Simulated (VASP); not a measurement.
# WSe2 (P6_3/mmc) in VASP: single point with PBEsol

Aim: the single point of WSe2 with PBEsol.

Program: VASP 6.6.1. These are calculated values, not measurements. Logs are shortened: lines on timing, memory, paths and dates and some standing lists are left out, and cuts for length are marked.

## (1) The cell of the first run

The structure is hexagonal, space group P6_3/mmc (No. 194). The conventional cell has a = 3.271 Å, b = 3.271 Å, c = 13.223 Å, α = 90.00°, β = 90.00°, γ = 120.00°. Within 3.3 Å of W (site symmetry -6m2) lie 6 Se at 2.52 Å and 6 W at 3.27 Å. Se (site symmetry 3m) has 3 W at 2.52 Å and 7 Se at 3.27 to 3.35 Å within 3.4 Å.

## (2) Single point, PBEsol

The input, INCAR:

```
PREC = Accurate
ENCUT = 520
EDIFF = 1E-7
ISMEAR = -1
SIGMA = 0.08
LREAL = F
LASPH = T
NELM = 100
ALGO = Normal
ISIF = 2
LWAVE = F
LCHARG = T
GGA = PS
LELF = T
LVHAR = T
NBANDS = 35
```

The input, KPOINTS:

```
regular mesh
0
Gamma
  10 10 4
```

The input, POSCAR:

```
WSe2
1.0
    3.2711588868      0.0000000000      0.0000000000
   -1.6355794434      2.8329066958      0.0000000000
    0.0000000000      0.0000000000     13.2228297224
W Se
2 4
Direct
    0.3333333333      0.6666666667      0.2500000000
    0.6666666667      0.3333333333      0.7500000000
    0.3333333333      0.6666666667      0.6233887508
    0.6666666667      0.3333333333      0.1233887508
    0.3333333333      0.6666666667      0.8766112492
    0.6666666667      0.3333333333      0.3766112492
```

Potentials or basis: VASP PAW PBE potentials, release 64 (W_sv, Se).

The run is started by

```
cat potpaw_PBE.64/W_sv/POTCAR potpaw_PBE.64/Se/POTCAR > POTCAR
mpirun -np 1 vasp_std > vasp.out
```

OUTCAR:

```text
PREC = Accurate
   ENCUT = 520
   EDIFF = 1E-7
   ISMEAR = -1
   LREAL = F
   LASPH = T
   NELM = 100
   ISIF = 2
   GGA = PS

 ion  position               nearest neighbor table
   1  0.333  0.667  0.250-   4 2.52   6 2.52   4 2.52   6 2.52   4 2.52   6 2.52
   2  0.667  0.333  0.750-   3 2.52   5 2.52   3 2.52   5 2.52   3 2.52   5 2.52
   3  0.333  0.667  0.623-   2 2.52   2 2.52   2 2.52
   4  0.667  0.333  0.123-   1 2.52   1 2.52   1 2.52
   5  0.333  0.667  0.877-   2 2.52   2 2.52   2 2.52
   6  0.667  0.333  0.377-   1 2.52   1 2.52   1 2.52

  LATTYP: Found a hexagonal cell.
 ALAT       =     3.2711588868
 C/A-ratio  =     4.0422462436

  Lattice vectors:

 A1 = (   3.2711588868,   0.0000000000,   0.0000000000)
 A2 = (  -1.6355794434,   2.8329066958,   0.0000000000)
 A3 = (   0.0000000000,   0.0000000000,  13.2228297224)

Analysis of symmetry for initial positions (statically):
=====================================================================
 Subroutine PRICEL returns:
 Original cell was already a primitive cell.

 Routine SETGRP: Setting up the symmetry group for a
 hexagonal supercell.

 Subroutine GETGRP returns: Found 24 space group operations
 (whereof 12 operations were pure point group operations)
 out of a pool of 24 trial point group operations.

The static configuration has the point symmetry D_3d.
 The point group associated with its full space group is D_6h.

Analysis of symmetry for dynamics (positions and initial velocities):
=====================================================================
 Subroutine PRICEL returns:
 Original cell was already a primitive cell.

 Routine SETGRP: Setting up the symmetry group for a
 hexagonal supercell.

 Subroutine GETGRP returns: Found 24 space group operations
 (whereof 12 operations were pure point group operations)
 out of a pool of 24 trial point group operations.

The dynamic configuration has the point symmetry D_3d.
 The point group associated with its full space group is D_6h.

 Subroutine INISYM returns: Found 24 space group operations
 (whereof 12 operations are pure point group operations),
 and found     1 'primitive' translations

----------------------------------------------------------------------------------------

                                     Primitive cell

  volume of cell :     122.5345

  direct lattice vectors                    reciprocal lattice vectors
     3.271158887  0.000000000  0.000000000     0.305702057  0.176497165  0.000000000
    -1.635579443  2.832906696  0.000000000     0.000000000  0.352994330  0.000000000
     0.000000000  0.000000000 13.222829722     0.000000000  0.000000000  0.075626777

  length of vectors
     3.271158887  3.271158887 13.222829722     0.352994330  0.352994330  0.075626777

  position of ions in fractional coordinates (direct lattice)
     0.333333333  0.666666667  0.250000000
     0.666666667  0.333333333  0.750000000
     0.333333333  0.666666667  0.623388751
     0.666666667  0.333333333  0.123388751
     0.333333333  0.666666667  0.876611249
     0.666666667  0.333333333  0.376611249

  ion indices of the primitive-cell ions
   primitive index   ion index
                 1           1
                 2           2
                 3           3
                 4           4
                 5           5
                 6           6

----------------------------------------------------------------------------------------

 KPOINTS: regular mesh

Automatic generation of k-mesh.
 Grid dimensions read from file:
 generate k-points for:   10   10    4

 Generating k-lattice:

  Cartesian coordinates                     Fractional coordinates (reciprocal lattice)
     0.030570206  0.017649716  0.000000000     0.100000000 -0.000000000  0.000000000
     0.000000000  0.035299433  0.000000000     0.000000000  0.100000000  0.000000000
     0.000000000  0.000000000  0.018906694     0.000000000  0.000000000  0.250000000

  Length of vectors
     0.035299433  0.035299433  0.018906694

  Shift w.r.t. Gamma in fractional coordinates (k-lattice)
     0.000000000  0.000000000  0.000000000

 Subroutine IBZKPT returns following result:
 ===========================================

 Found     42 irreducible k-points:

 Following reciprocal coordinates:
            Coordinates               Weight
  0.000000  0.000000  0.000000      1.000000
  0.100000  0.000000  0.000000      6.000000
  0.200000  0.000000  0.000000      6.000000
  0.300000  0.000000  0.000000      6.000000
  0.400000 -0.000000  0.000000      6.000000
  0.500000  0.000000  0.000000      3.000000
[... 16 lines left out ...]
  0.300000  0.100000  0.250000     24.000000
  0.400000  0.100000  0.250000     24.000000
 [... further k-points ...]
   k-points           NKPTS =     42   k-points in BZ     NKDIM =     42   number of bands    NBANDS=     35
   number of dos      NEDOS =    301   number of ions     NIONS =      6
   total plane-waves  NPLWV =  56448
   dimension x,y,z NGX =    24 NGY =   24 NGZ =   98
   dimension x,y,z NGXF=    48 NGYF=   48 NGZF=  196
   ions per type =               2   4
   NGX,Y,Z   is equivalent  to a cutoff of  12.20, 12.20, 12.32 a.u.
   NGXF,Y,Z  is equivalent  to a cutoff of  24.39, 24.39, 24.64 a.u.
 SYSTEM =  unknown system
   PREC   = accura    normal or accurate (medium, high low for compatibility)
   ISTART =      0    job   : 0-new  1-cont  2-samecut
   ICHARG =      2    charge: 1-file 2-atom 10-const
   ISPIN  =      1    spin polarized calculation?
   LNONCOLLINEAR =      F non collinear calculations
   LSORBIT =      F    spin-orbit coupling
   LASPH  =      T    aspherical Exc in radial PAW
   ENCUT  =  520.0 eV  38.22 Ry    6.18 a.u.   6.08  6.08 24.59*2*pi/ulx,y,z
   NELM   =    100;   NELMIN=  2; NELMDL= -5     # of ELM steps
   EDIFF  = 0.1E-06   stopping-criterion for ELM
   LREAL  =      F    real-space projection
   EDIFFG = 0.1E-05   stopping-criterion for IOM
   NSW    =      0    number of steps for IOM
   IBRION =     -1    ionic relax: 0-MD 1-quasi-New 2-CG
   NFREE  =      0    steps in history (QN), initial steepest desc. (CG)
   ISIF   =      2    stress and relaxation
   ISYM   =      2    0-nonsym 1-usesym 2-fastsym
   POTIM  = 0.5000    time-step for ionic-motion
   TEBEG  =    0.0;   TEEND  =   0.0 temperature during run
   PSTRESS=    0.0 pullay stress
   NELECT =      52.0000    total number of electrons
   NUPDOWN=      -1.0000    fix difference up-down
   EMIN   =  10.00;   EMAX   =-10.00  energy-range for DOS
   EFERMI =   0.00;   METHOD = LEGACY
   ISMEAR =    -1;   SIGMA  =   0.08  broadening in eV -4-tet -1-fermi 0-gaus
   EFERMI_NEDOS =   21; number of points for ismear=-14 and -15
   IALGO  =     38    algorithm
   IMIX   =      4    mixing-type and parameters
     AMIX     =   0.40;   BMIX     =  1.00
     AMIX_MAG =   1.60;   BMIX_MAG =  1.00
  volume/ion in A,a.u.               =      20.42       137.82
  Fermi-wavevector in a.u.,A,eV,Ry     =   1.230240  2.324816 20.592288  1.513490
  Thomas-Fermi vector in A             =   2.365096
   LORBIT       =      0    0 simple, 1 ext, 2 COOP (PROOUT), +10 PAW based schemes
   GGA     = PS    functional components
   LHFCALC =     F    Hartree Fock is set to
   AEXX    =    0.0000 exact exchange contribution
   IVDW    =     0    specifies the selected vdW correction
   LEPSILON=     F    determine dielectric tensor
   LRPA    =     F    only Hartree local field effects (RPA)
 non-spin polarized calculation
  energy-cutoff  :      520.00
  volume of cell :      122.53
 maximum number of plane-waves:      3346
   NGX = 13   NGY = 13   NGZ = 49

 number of electron      51.9999994 magnetization

 Free energy of the ion-electron system (eV)
  ---------------------------------------------------
  ext. energy  EPLUGINS =         0.00000000
  ---------------------------------------------------
  free energy    TOTEN  =       -46.55098902 eV

  energy without entropy =      -46.55091915  energy(sigma->0) =      -46.55095409

 E-fermi :   6.4305     XC(G=0): -10.8334

 val. band max:        5.9490957041   @ k =   0.0000   0.0000   0.0000
 cond. band min:       7.0112701367   @ k =   0.2000   0.2000   0.0000
 fundamental gap:      1.0621744326
 Fermi energy:         6.4305269325

 k-point     1 :       0.0000    0.0000    0.0000
  band No.  band energies     occupation
      1     -68.2226      2.00000
      2     -68.2226      2.00000
      3     -32.4876      2.00000
      4     -32.4875      2.00000
      5     -32.3382      2.00000
      6     -32.3382      2.00000
[... 27 lines left out ...]
     34       9.0378      0.00000
     35      10.5166      0.00000

 k-point     2 :       0.1000    0.0000    0.0000
  band No.  band energies     occupation
      1     -68.2216      2.00000
      2     -68.2216      2.00000
      3     -32.4829      2.00000
      4     -32.4829      2.00000
      5     -32.3624      2.00000
      6     -32.3624      2.00000
[... 27 lines left out ...]
     34       9.0740      0.00000
     35      11.3546      0.00000

 k-point     3 :       0.2000    0.0000    0.0000
  band No.  band energies     occupation
      1     -68.2187      2.00000
      2     -68.2187      2.00000
      3     -32.4708      2.00000
      4     -32.4707      2.00000
      5     -32.4254      2.00000
      6     -32.4254      2.00000
[... 27 lines left out ...]
     34       9.6421      0.00000
     35      12.2450      0.00000

 k-point     4 :       0.3000    0.0000    0.0000
  band No.  band energies     occupation
      1     -68.2153      2.00000
      2     -68.2152      2.00000
      3     -32.5022      2.00000
      4     -32.5022      2.00000
      5     -32.4557      2.00000
      6     -32.4557      2.00000
[... 27 lines left out ...]
     34      10.1193      0.00000
     35      11.9626      0.00000

 k-point     5 :       0.4000   -0.0000    0.0000
  band No.  band energies     occupation
      1     -68.2124      2.00000
      2     -68.2124      2.00000
      3     -32.5636      2.00000
      4     -32.5636      2.00000
      5     -32.4434      2.00000
      6     -32.4434      2.00000
[... 638 lines left out ...]
 k-point    22 :       0.2000    0.1000    0.2500
  band No.  band energies     occupation
      1     -68.2165      2.00000
      2     -68.2165      2.00000
      3     -32.4699      2.00000
      4     -32.4699      2.00000
      5     -32.4609      2.00000
      6     -32.4609      2.00000
[... 27 lines left out ...]
     34      10.1312      0.00000
     35      12.8368      0.00000

 k-point    23 :       0.3000    0.1000    0.2500
  band No.  band energies     occupation
      1     -68.2133      2.00000
      2     -68.2133      2.00000
      3     -32.5345      2.00000
      4     -32.5345      2.00000
      5     -32.4472      2.00000
      6     -32.4472      2.00000
[... 27 lines left out ...]
     34      10.3897      0.00000
     35      11.5791      0.00000

 k-point    24 :       0.4000    0.1000    0.2500
  band No.  band energies     occupation
      1     -68.2113      2.00000
      2     -68.2113      2.00000
      3     -32.5741      2.00000
      4     -32.5741      2.00000
      5     -32.4388      2.00000
      6     -32.4388      2.00000
[... 27 lines left out ...]
     34      10.1395      0.00000
     35      10.5646      0.00000

 [... further k-points ...]

------------------------ aborting loop because EDIFF is reached ----------------------------------------

  FORCE on cell =-STRESS in cart. coord.  units (eV):
  Direction    XX          YY          ZZ          XY          YZ          ZX
  --------------------------------------------------------------------------------------
  -------------------------------------------------------------------------------------
  Total        0.2805981      0.2805981      0.3969259      0.0000000      0.0000000      0.0000000
  in kB        3.6689090      3.6689090      5.1899329      0.0000000      0.0000000      0.0000000
  external PRESSURE =       4.1759170 kB  Pullay stress =       0.0000000 kB

 VOLUME and BASIS-vectors are now :
 -----------------------------------------------------------------------------
  energy-cutoff  :      520.00
  volume of cell :      122.53
      direct lattice vectors                 reciprocal lattice vectors
     3.271158887  0.000000000  0.000000000     0.305702057  0.176497165  0.000000000
    -1.635579443  2.832906696  0.000000000     0.000000000  0.352994330  0.000000000
     0.000000000  0.000000000 13.222829722     0.000000000  0.000000000  0.075626777

 POSITION                                       TOTAL-FORCE (eV/Angst)
 -----------------------------------------------------------------------------------
     -0.00000      1.88860      3.30571         0.000000     -0.000000      0.000000
      1.63558      0.94430      9.91712        -0.000000      0.000000      0.000000
     -0.00000      1.88860      8.24296        -0.000000     -0.000000     -0.060671
      1.63558      0.94430      1.63155         0.000000      0.000000     -0.060671
     -0.00000      1.88860     11.59128        -0.000000     -0.000000      0.060671
      1.63558      0.94430      4.97987         0.000000     -0.000000      0.060671
 -----------------------------------------------------------------------------------
    total drift:                               -0.000000      0.000000     -0.000000

  FREE ENERGIE OF THE ION-ELECTRON SYSTEM (eV)
  ---------------------------------------------------
  free  energy   TOTEN  =       -46.5509890207 eV

  energy  without entropy=      -46.5509191519  energy(sigma->0) =      -46.55095409
```

Run time: 2 min. Hardware: 1 thread of Intel Xeon Platinum 8488C (Sapphire Rapids), shared host; peak memory 0.31 GiB.

What came out:

```yaml
Free_energy: -46.5510 eV
Pressure: 0.4 GPa
Largest_force: 0.061 eV/Å
Band_gap_on_the_k_mesh: 1.06 eV (least direct gap 1.85 eV)
```

Forces on the atoms (eV/Å):
```
W    0.000  0.000  0.000
W    0.000  0.000  0.000
Se   0.000  0.000 -0.061
Se   0.000  0.000 -0.061
Se   0.000  0.000  0.061
Se   0.000  0.000  0.061
```

Caveat: the PAW data sets were made with another functional, which shifts forces and pressure a little; spin-orbit coupling is left out, which moves the levels of the heavy elements; this functional lacks dispersion, which binds the layers, so the pressure and a relaxed spacing across them are unreliable.
